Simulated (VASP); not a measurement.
# GaTe3S (P4mm) in VASP: single point with PBE

Aim: the single point of GaTe3S with PBE.

Program: VASP 6.6.1. These are calculated values, not measurements. Logs are shortened: lines on timing, memory, paths and dates and some standing lists are left out, and cuts for length are marked.

### 1 The cell of the first run

The structure is tetragonal, space group P4mm (No. 99). Conventional cell: a = 4.200 Å, b = 4.200 Å, c = 8.198 Å, α = 90.00°, β = 90.00°, γ = 90.00°. Within 4.1 Å of Ga (site symmetry 4mm) lie 4 Te at 3.15 Å and 4 S at 3.18 Å. Within 3.2 Å of Te (site symmetry 2mm) lie 2 S at 2.42 Å and 6 Te at 2.85 to 2.97 Å and 2 Ga at 3.15 Å. Within 3.8 Å of Te (site symmetry 4mm) lie 4 Te at 2.85 Å and 1 S at 3.14 Å. Within 3.2 Å of S (site symmetry 4mm) lie 5 Te at 2.42 to 3.14 Å and 4 Ga at 3.18 Å.

### 2 Single point, PBE

INCAR

```
ALGO = Normal
EDIFF = 1E-6
ENCUT = 520
GGA = PE
ISIF = 2
ISMEAR = 0
LASPH = True
LCHARG = False
LREAL = False
LWAVE = False
NBANDS = 26
NELM = 80
PREC = Accurate
SIGMA = 0.1
```

KPOINTS

```
k-points
0
Gamma
  4 4 2
```

POSCAR

```
GaTe3S
1.0
    4.1997605000      0.0000000000      0.0000000000
    0.0000000000      4.1997605000      0.0000000000
    0.0000000000      0.0000000000      8.1976590700
Ga Te S
1 3 1
Direct
    0.0000000000      0.0000000000      0.3846116900
    0.5000000000      0.0000000000      0.0982288400
    0.0000000000      0.5000000000      0.0982288400
    0.5000000000      0.5000000000      0.8629005100
    0.5000000000      0.5000000000      0.2456473700
```

Potentials or basis: VASP PAW PBE potentials, release 64 (Ga_d, Te, S).

Run with:

```bash
$ cat potpaw_PBE.64/Ga_d/POTCAR potpaw_PBE.64/Te/POTCAR potpaw_PBE.64/S/POTCAR > POTCAR
$ mpirun -np 1 vasp_std > vasp.out
```

OUTCAR:

```text
EDIFF = 1E-6
   ENCUT = 520
   GGA = PE
   ISIF = 2
   ISMEAR = 0
   LASPH = True
   LREAL = False
   NELM = 80
   PREC = Accurate

 ion  position               nearest neighbor table
   1  0.000  0.000  0.385-   2 3.15   3 3.15   3 3.15   2 3.15
   2  0.500  0.000  0.098-   5 2.42   5 2.42   4 2.85   4 2.85   3 2.97   3 2.97   3 2.97   3 2.97
                             1 3.15   1 3.15
   3  0.000  0.500  0.098-   5 2.42   5 2.42   4 2.85   4 2.85   2 2.97   2 2.97   2 2.97   2 2.97
                             1 3.15   1 3.15
   4  0.500  0.500  0.863-   2 2.85   3 2.85   2 2.85   3 2.85   5 3.14
   5  0.500  0.500  0.246-   2 2.42   3 2.42   2 2.42   3 2.42   4 3.14

  LATTYP: Found a simple tetragonal cell.
 ALAT       =     4.1997605000
 C/A-ratio  =     1.9519348949

  Lattice vectors:

 A1 = (   4.1997605000,   0.0000000000,   0.0000000000)
 A2 = (   0.0000000000,   4.1997605000,   0.0000000000)
 A3 = (   0.0000000000,   0.0000000000,   8.1976590700)

Analysis of symmetry for initial positions (statically):
=====================================================================
 Subroutine PRICEL returns:
 Original cell was already a primitive cell.

 Routine SETGRP: Setting up the symmetry group for a
 simple tetragonal supercell.

 Subroutine GETGRP returns: Found  8 space group operations
 (whereof  8 operations were pure point group operations)
 out of a pool of 16 trial point group operations.

The static configuration has the point symmetry C_4v.

Analysis of symmetry for dynamics (positions and initial velocities):
=====================================================================
 Subroutine PRICEL returns:
 Original cell was already a primitive cell.

 Routine SETGRP: Setting up the symmetry group for a
 simple tetragonal supercell.

 Subroutine GETGRP returns: Found  8 space group operations
 (whereof  8 operations were pure point group operations)
 out of a pool of 16 trial point group operations.

The dynamic configuration has the point symmetry C_4v.

 Subroutine INISYM returns: Found  8 space group operations
 (whereof  8 operations are pure point group operations),
 and found     1 'primitive' translations

----------------------------------------------------------------------------------------

                                     Primitive cell

  volume of cell :     144.5902

  direct lattice vectors                    reciprocal lattice vectors
     4.199760500  0.000000000  0.000000000     0.238108816  0.000000000  0.000000000
     0.000000000  4.199760500  0.000000000     0.000000000  0.238108816  0.000000000
     0.000000000  0.000000000  8.197659070     0.000000000  0.000000000  0.121986044

  length of vectors
     4.199760500  4.199760500  8.197659070     0.238108816  0.238108816  0.121986044

  position of ions in fractional coordinates (direct lattice)
     0.000000000  0.000000000  0.384611690
     0.500000000  0.000000000  0.098228840
     0.000000000  0.500000000  0.098228840
     0.500000000  0.500000000  0.862900510
     0.500000000  0.500000000  0.245647370

  ion indices of the primitive-cell ions
   primitive index   ion index
                 1           1
                 2           2
                 3           3
                 4           4
                 5           5

----------------------------------------------------------------------------------------

 KPOINTS: k-points

Automatic generation of k-mesh.
 Grid dimensions read from file:
 generate k-points for:    4    4    2

 Generating k-lattice:

  Cartesian coordinates                     Fractional coordinates (reciprocal lattice)
     0.059527204  0.000000000  0.000000000     0.250000000  0.000000000  0.000000000
     0.000000000  0.059527204  0.000000000     0.000000000  0.250000000  0.000000000
     0.000000000  0.000000000  0.060993022     0.000000000  0.000000000  0.500000000

  Length of vectors
     0.059527204  0.059527204  0.060993022

  Shift w.r.t. Gamma in fractional coordinates (k-lattice)
     0.000000000  0.000000000  0.000000000

 Subroutine IBZKPT returns following result:
 ===========================================

 Found     12 irreducible k-points:

 Following reciprocal coordinates:
            Coordinates               Weight
  0.000000  0.000000  0.000000      1.000000
  0.250000  0.000000  0.000000      4.000000
  0.500000  0.000000  0.000000      2.000000
  0.250000  0.250000  0.000000      4.000000
  0.500000  0.250000  0.000000      4.000000
  0.500000  0.500000  0.000000      1.000000
  0.000000  0.000000  0.500000      1.000000
  0.250000  0.000000  0.500000      4.000000
  0.500000  0.000000  0.500000      2.000000
  0.250000  0.250000  0.500000      4.000000
  0.500000  0.250000  0.500000      4.000000
  0.500000  0.500000  0.500000      1.000000
   k-points           NKPTS =     12   k-points in BZ     NKDIM =     12   number of bands    NBANDS=     26
   number of dos      NEDOS =    301   number of ions     NIONS =      5
   total plane-waves  NPLWV =  65536
   dimension x,y,z NGX =    32 NGY =   32 NGZ =   64
   dimension x,y,z NGXF=    64 NGYF=   64 NGZF=  128
   ions per type =               1   3   1
   NGX,Y,Z   is equivalent  to a cutoff of  12.67, 12.67, 12.98 a.u.
   NGXF,Y,Z  is equivalent  to a cutoff of  25.33, 25.33, 25.96 a.u.
 SYSTEM =  unknown system
   PREC   = accura    normal or accurate (medium, high low for compatibility)
   ISTART =      0    job   : 0-new  1-cont  2-samecut
   ICHARG =      2    charge: 1-file 2-atom 10-const
   ISPIN  =      1    spin polarized calculation?
   LNONCOLLINEAR =      F non collinear calculations
   LSORBIT =      F    spin-orbit coupling
   LASPH  =      T    aspherical Exc in radial PAW
   ENCUT  =  520.0 eV  38.22 Ry    6.18 a.u.   7.81  7.81 15.24*2*pi/ulx,y,z
   NELM   =     80;   NELMIN=  2; NELMDL= -5     # of ELM steps
   EDIFF  = 0.1E-05   stopping-criterion for ELM
   LREAL  =      F    real-space projection
   EDIFFG = 0.1E-04   stopping-criterion for IOM
   NSW    =      0    number of steps for IOM
   IBRION =     -1    ionic relax: 0-MD 1-quasi-New 2-CG
   NFREE  =      0    steps in history (QN), initial steepest desc. (CG)
   ISIF   =      2    stress and relaxation
   ISYM   =      2    0-nonsym 1-usesym 2-fastsym
   POTIM  = 0.5000    time-step for ionic-motion
   TEBEG  =    0.0;   TEEND  =   0.0 temperature during run
   PSTRESS=    0.0 pullay stress
   NELECT =      37.0000    total number of electrons
   NUPDOWN=      -1.0000    fix difference up-down
   EMIN   =  10.00;   EMAX   =-10.00  energy-range for DOS
   EFERMI =   0.00;   METHOD = LEGACY
   ISMEAR =     0;   SIGMA  =   0.10  broadening in eV -4-tet -1-fermi 0-gaus
   EFERMI_NEDOS =   21; number of points for ismear=-14 and -15
   IALGO  =     38    algorithm
   IMIX   =      4    mixing-type and parameters
     AMIX     =   0.40;   BMIX     =  1.00
     AMIX_MAG =   1.60;   BMIX_MAG =  1.00
  volume/ion in A,a.u.               =      28.92       195.15
  Fermi-wavevector in a.u.,A,eV,Ry     =   1.039351  1.964090 14.697714  1.080251
  Thomas-Fermi vector in A             =   2.173878
   LORBIT       =      0    0 simple, 1 ext, 2 COOP (PROOUT), +10 PAW based schemes
   GGA     = PE    functional components
   LHFCALC =     F    Hartree Fock is set to
   AEXX    =    0.0000 exact exchange contribution
   IVDW    =     0    specifies the selected vdW correction
   LEPSILON=     F    determine dielectric tensor
   LRPA    =     F    only Hartree local field effects (RPA)
 non-spin polarized calculation
 Gauss-broadening in eV      SIGMA  =   0.10
  energy-cutoff  :      520.00
  volume of cell :      144.59
 maximum number of plane-waves:      3912
 NGX is ok and might be reduce to    32
   NGX = 15   NGY = 15   NGZ = 31

 number of electron      36.9999990 magnetization

 Free energy of the ion-electron system (eV)
  ---------------------------------------------------
  ext. energy  EPLUGINS =         0.00000000
  ---------------------------------------------------
  free energy    TOTEN  =       -11.08767067 eV

  energy without entropy =      -11.07198769  energy(sigma->0) =      -11.07982918

 E-fermi :   6.4635     XC(G=0):  -8.8048

 val. band max:        6.0795646090   @ k =   0.5000   0.2500   0.5000
 cond. band min:       6.4721532198   @ k =   0.2500   0.2500   0.5000
 fundamental gap:      0.3925886109
 Fermi energy:         6.4635376314

 k-point     1 :       0.0000    0.0000    0.0000
  band No.  band energies     occupation
      1     -12.2917      2.00000
      2      -9.3892      2.00000
      3      -9.3826      2.00000
      4      -9.3826      2.00000
      5      -9.3610      2.00000
      6      -9.3434      2.00000
[... 18 lines left out ...]
     25      10.8705      0.00000
     26      10.8946      0.00000

 k-point     2 :       0.2500    0.0000    0.0000
  band No.  band energies     occupation
      1     -11.8905      2.00000
      2      -9.3908      2.00000
      3      -9.3817      2.00000
      4      -9.3802      2.00000
      5      -9.3553      2.00000
      6      -9.3465      2.00000
[... 18 lines left out ...]
     25       9.8915      0.00000
     26      10.8016      0.00000

 k-point     3 :       0.5000    0.0000    0.0000
  band No.  band energies     occupation
      1     -11.2746      2.00000
      2      -9.3893      2.00000
      3      -9.3807      2.00000
      4      -9.3648      2.00000
      5      -9.3550      2.00000
      6      -9.3497      2.00000
[... 18 lines left out ...]
     25       8.7785      0.00000
     26      10.9983      0.00000

 k-point     4 :       0.2500    0.2500    0.0000
  band No.  band energies     occupation
      1     -11.4835      2.00000
      2      -9.3952      2.00000
      3      -9.3857      2.00000
      4      -9.3741      2.00000
      5      -9.3495      2.00000
      6      -9.3489      2.00000
[... 18 lines left out ...]
     25       9.9415      0.00000
     26      10.1905      0.00000

 k-point     5 :       0.5000    0.2500    0.0000
  band No.  band energies     occupation
      1     -10.8500      2.00000
      2      -9.4020      2.00000
      3      -9.3824      2.00000
      4      -9.3793      2.00000
      5      -9.3445      2.00000
      6      -9.3392      2.00000
[... 18 lines left out ...]
     25       9.4659      0.00000
     26      10.8631      0.00000

 k-point     6 :       0.5000    0.5000    0.0000
  band No.  band energies     occupation
      1     -10.1568      2.00000
      2      -9.4129      2.00000
      3      -9.4129      2.00000
      4      -9.3802      2.00000
      5      -9.3377      2.00000
      6      -9.3108      2.00000
[... 18 lines left out ...]
     25       9.7924      0.00000
     26      10.9365      0.00000

 k-point     7 :       0.0000    0.0000    0.5000
  band No.  band energies     occupation
      1     -12.2911      2.00000
      2      -9.3892      2.00000
      3      -9.3826      2.00000
      4      -9.3826      2.00000
      5      -9.3610      2.00000
      6      -9.3434      2.00000
[... 18 lines left out ...]
     25      10.5950      0.00000
     26      10.5953      0.00000

 k-point     8 :       0.2500    0.0000    0.5000
  band No.  band energies     occupation
      1     -11.8899      2.00000
      2      -9.3907      2.00000
      3      -9.3817      2.00000
      4      -9.3802      2.00000
      5      -9.3553      2.00000
      6      -9.3465      2.00000
[... 18 lines left out ...]
     25       9.8680      0.00000
     26      11.3514      0.00000

 k-point     9 :       0.5000    0.0000    0.5000
  band No.  band energies     occupation
      1     -11.2742      2.00000
      2      -9.3892      2.00000
      3      -9.3807      2.00000
      4      -9.3645      2.00000
      5      -9.3550      2.00000
      6      -9.3497      2.00000
[... 18 lines left out ...]
     25       9.9830      0.00000
     26      11.2266      0.00000

 k-point    10 :       0.2500    0.2500    0.5000
  band No.  band energies     occupation
      1     -11.4830      2.00000
      2      -9.3952      2.00000
      3      -9.3857      2.00000
      4      -9.3740      2.00000
      5      -9.3495      2.00000
      6      -9.3490      2.00000
[... 18 lines left out ...]
     25      10.1857      0.00000
     26      10.9401      0.00000

 k-point    11 :       0.5000    0.2500    0.5000
  band No.  band energies     occupation
      1     -10.8496      2.00000
      2      -9.4021      2.00000
      3      -9.3824      2.00000
      4      -9.3792      2.00000
      5      -9.3445      2.00000
      6      -9.3391      2.00000
[... 18 lines left out ...]
     25       9.2620      0.00000
     26      10.6353      0.00000

 k-point    12 :       0.5000    0.5000    0.5000
  band No.  band energies     occupation
      1     -10.1562      2.00000
      2      -9.4130      2.00000
      3      -9.4130      2.00000
      4      -9.3802      2.00000
      5      -9.3377      2.00000
      6      -9.3110      2.00000
[... 18 lines left out ...]
     25       9.6413      0.00000
     26       9.7925      0.00000

------------------------ aborting loop because EDIFF is reached ----------------------------------------

  FORCE on cell =-STRESS in cart. coord.  units (eV):
  Direction    XX          YY          ZZ          XY          YZ          ZX
  --------------------------------------------------------------------------------------
  -------------------------------------------------------------------------------------
  Total       21.1270057     21.1270057     18.5767617      0.0000000      0.0000000      0.0000000
  in kB      234.1044284    234.1044284    205.8456481      0.0000000      0.0000000      0.0000000
  external PRESSURE =     224.6848350 kB  Pullay stress =       0.0000000 kB

 VOLUME and BASIS-vectors are now :
 -----------------------------------------------------------------------------
  energy-cutoff  :      520.00
  volume of cell :      144.59
      direct lattice vectors                 reciprocal lattice vectors
     4.199760500  0.000000000  0.000000000     0.238108816  0.000000000  0.000000000
     0.000000000  4.199760500  0.000000000     0.000000000  0.238108816  0.000000000
     0.000000000  0.000000000  8.197659070     0.000000000  0.000000000  0.121986044

 POSITION                                       TOTAL-FORCE (eV/Angst)
 -----------------------------------------------------------------------------------
      0.00000      0.00000      3.15292         0.000000      0.000000      0.579710
      2.09988      0.00000      0.80525        -0.000000      0.000000     -0.922196
      0.00000      2.09988      0.80525         0.000000     -0.000000     -0.922196
      2.09988      2.09988      7.07376         0.000000      0.000000     -5.247116
      2.09988      2.09988      2.01373         0.000000      0.000000      6.511797
 -----------------------------------------------------------------------------------
    total drift:                               -0.000000      0.000000      0.000435

  FREE ENERGIE OF THE ION-ELECTRON SYSTEM (eV)
  ---------------------------------------------------
  free  energy   TOTEN  =       -11.0876706666 eV

  energy  without entropy=      -11.0719876908  energy(sigma->0) =      -11.07982918
```

Wall time 74 s (1 thread of AMD EPYC, shared host); peak memory 0.22 GiB.

What came out:

- Free energy: -11.0877 eV
- Pressure: 22.5 GPa
- Largest force: 6.512 eV/Å

Forces on the atoms (eV/Å):
```
Ga   0.000  0.000  0.580
Te   0.000  0.000 -0.922
Te   0.000  0.000 -0.922
Te   0.000  0.000 -5.247
S    0.000  0.000  6.512
```

Caveat: the k points lie up to 0.38 Å⁻¹ apart; spin-orbit coupling is left out, which moves the levels of the heavy elements; forces of over 1 eV/Å act on the atoms, so gaps and moduli don't describe the material at rest.
